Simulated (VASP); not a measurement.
Here is a VASP 6.6.1 calculation.

The input POSCAR:

```
CsI
1.0
    4.6108168973      0.0000000000      0.0000000000
    0.0000000000      4.6108168973      0.0000000000
    0.0000000000      0.0000000000      4.6108168973
Cs I
1 1
Direct
    0.0000000000      0.0000000000      0.0000000000
    0.5000000000      0.5000000000      0.5000000000
```

The input INCAR.step1:

```
SYSTEM = CsI
PREC     = Accurate       ! precision mode
ENCUT    = 520            ! plane-wave cutoff, eV
ISMEAR   = -1             ! smearing method
SIGMA    = 0.02           ! smearing width, eV
LREAL    = .FALSE.        ! projectors in reciprocal space
LASPH    = .TRUE.         ! aspherical terms in the spheres
NELM     = 100            ! most SCF steps
NBANDS   = 15             ! bands
GGA      = PE             ! functional
ALGO     = Normal         ! electronic algorithm
EDIFF    = 1E-4           ! SCF threshold, eV
LWAVE    = .TRUE.         ! write WAVECAR
LCHARG   = .FALSE.        ! write CHGCAR
```

Contents of INCAR.step2:

```
SYSTEM = CsI
PREC     = Accurate       ! precision mode
ENCUT    = 520            ! plane-wave cutoff, eV
EDIFF    = 1E-6           ! SCF threshold, eV
ISMEAR   = -1             ! smearing method
SIGMA    = 0.02           ! smearing width, eV
LREAL    = .FALSE.        ! projectors in reciprocal space
LASPH    = .TRUE.         ! aspherical terms in the spheres
NELM     = 100            ! most SCF steps
ALGO     = Normal         ! electronic algorithm
ISIF     = 2              ! what is computed and relaxed
LWAVE    = .FALSE.        ! write WAVECAR
LCHARG   = .FALSE.        ! write CHGCAR
METAGGA  = R2SCAN         ! meta-GGA
LMIXTAU  = .TRUE.       
NBANDS   = 15             ! bands
ISTART   = 1
```

KPOINTS

```
Automatic mesh
0
G
  6 6 6
  0 0 0
```

Potentials or basis: VASP PAW PBE potentials, release 64 (Cs_sv, I).

The run is started by

```console
$ cat potpaw_PBE.64/Cs_sv/POTCAR potpaw_PBE.64/I/POTCAR > POTCAR
$ cp INCAR.step1 INCAR
$ mpirun -np 1 vasp_std > vasp.out
$ cp INCAR.step2 INCAR
$ mpirun -np 1 vasp_std > vasp.out
```

(1) Estimate the band gap on the k mesh.

(2) Predict the pressure.

Results:

(1) 4.49 eV, indirect (least direct gap 4.59 eV).

(2) 0.0 GPa.

Caveat: the PAW data sets were made with another functional, which shifts forces and pressure a little; spin-orbit coupling is left out, which moves the levels of the heavy elements.
